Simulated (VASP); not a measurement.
Mo2Ir:

```
CELL_PARAMETERS angstrom
4.28600 0.00000 0.00000
-2.14300 3.71178 0.00000
0.00000 0.00000 2.72457
ATOMIC_POSITIONS crystal
Mo 0.33333 0.66667 0.50000
Mo 0.66667 0.33333 0.50000
Ir 0.00000 0.00000 0.00000
```

- Program: VASP 6.6.1
- Task: relaxation of cell and atoms
- Functional: PBE
- Potentials or basis: VASP PAW PBE potentials, release 64 (Mo_sv, Ir)
- Cutoff: 600 eV
- k mesh: 6 × 6 × 6
- Occupations: gaussian, width 0.1 eV
- Spin: no spin polarisation

At the start: pressure 20.7 GPa; volume 14.45 Å³/atom.

Q: How do energy, volume and symmetry change on relaxing?

A: Over 7 steps the energy falls by 77.9 meV/atom and the volume is 15.38 Å³/atom (+6.5 %); space group P6/mmm (No. 191, to 0.05 Å).

The path:
| step | energy change (eV) | largest force (eV/Å) | pressure (GPa) | volume (Å³) |
| --- | --- | --- | --- | --- |
| 1 | 0.0000 | 0.0000 | 20.74 | 43.34 |
| 2 | 1.1105 | 0.0000 | -33.73 | 56.05 |
| 3 | -0.2228 | 0.0000 | -2.90 | 46.69 |
| 4 | -0.2243 | 0.0000 | -1.48 | 46.45 |
| 5 | -0.2243 | 0.0000 | -1.11 | 46.38 |
| 6 | -0.2232 | 0.0000 | 1.49 | 45.90 |
| 7 | -0.2338 | 0.0000 | 0.07 | 46.14 |

Final structure:
```
Mo Ir
1.0
     4.42692    0.00000    0.00000
    -2.21346    3.83382    0.00000
     0.00000    0.00000    2.71886
Mo Ir
2 1
Direct
  0.33333 0.66667 0.50000
  0.66667 0.33333 0.50000
  0.00000 0.00000 0.00000
```

Caveat: the k points lie up to 0.39 Å⁻¹ apart in the final cell.
